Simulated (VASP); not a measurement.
Here is a VASP 6.6.1 calculation.

INCAR

```
PREC     = Accurate       # precision mode
ENCUT    = 520            # plane-wave cutoff, eV
EDIFF    = 1E-7           # SCF threshold, eV
ISMEAR   = 0              # smearing method
SIGMA    = 0.02           # smearing width, eV
LREAL    = F              # projectors in reciprocal space
LASPH    = T              # aspherical terms in the spheres
NELM     = 100            # most SCF steps
ALGO     = Normal         # electronic algorithm
ISIF     = 2              # what is computed and relaxed
LWAVE    = F              # write WAVECAR
LCHARG   = F              # write CHGCAR
GGA      = PE             # functional
IVDW     = 12             # dispersion correction
NBANDS   = 35             # bands
```

KPOINTS

```
Automatic mesh
0
Gamma
  12 12 4
```

File POSCAR:

```
WS2
1.0
    3.1856920691      0.0000000000      0.0000000000
   -1.5928460345      2.7588902605      0.0000000000
    0.0000000000      0.0000000000     12.1011116446
W S
2 4
Direct
    0.3333333333      0.6666666667      0.7500000284
    0.6666666667      0.3333333333      0.2499999716
    0.3333333333      0.6666666667      0.1207989592
    0.6666666667      0.3333333333      0.6207988881
    0.3333333333      0.6666666667      0.3792011119
    0.6666666667      0.3333333333      0.8792010408
```

Potentials or basis: VASP PAW PBE potentials, release 64 (W_sv, S).

Run with:

```console
$ cat potpaw_PBE.64/W_sv/POTCAR potpaw_PBE.64/S/POTCAR > POTCAR
$ mpirun -np 1 vasp_std > vasp.out
```

Problem. What does it give for the dispersion energy per atom?

Solution. -0.428 eV.

Problem. Predict the pressure.

Solution. -2.0 GPa.

Problem. Predict the band gap on the k mesh.

Solution. 0.89 eV, indirect (least direct gap 1.70 eV).

Stress tensor (GPa, compression positive):
```
-2.96  0.00  0.00
 0.00 -2.96  0.00
 0.00  0.00 -0.03
```

Caveat: spin-orbit coupling is left out, which moves the levels of the heavy elements. Expect the measured gap to be larger: semilocal functionals such as PBE lack the derivative discontinuity.
